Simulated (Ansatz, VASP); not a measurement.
TePb: VASP beside Ansatz

```
Pb Te
1.0
     0.00000    3.33319    3.33319
     3.33319    0.00000    3.33319
     3.33319    3.33319    0.00000
Pb Te
1 1
Direct
  0.00000 0.00000 0.00000
  0.50000 0.50000 0.50000
```

Change from the starting cell: hydrostatic strain +2.0%.

Alike in both runs: task single point; functional r2SCAN; k mesh 8 × 8 × 8; no spin polarisation.

|  | VASP | Ansatz |
| --- | --- | --- |
| version | VASP 6.6.1 | Ansatz 0.2.0 |
| potentials or method | VASP PAW PBE potentials, release 64 (Pb_d, Te) | plane waves, PAW |
| plane-wave cutoff (eV) | 520 | 500 |
| occupations | gaussian, width 0.01 eV | fixed |
| valence electrons in the cell | 20 | 30 |

|  | VASP | Ansatz | Ansatz less VASP |
| --- | --- | --- | --- |
| gap on the k mesh at the Fermi level (eV) | 1.20 | 1.20 | -0.003 |
| pressure (GPa) | -2.2 | -2.2 | +0.02 |

VASP's potentials were made for PBE, not for r2SCAN. VASP's potentials hold 20 valence electrons a cell and Ansatz's 30, so a difference there can come from the potentials and not from the codes.

Spin-orbit coupling is off throughout.
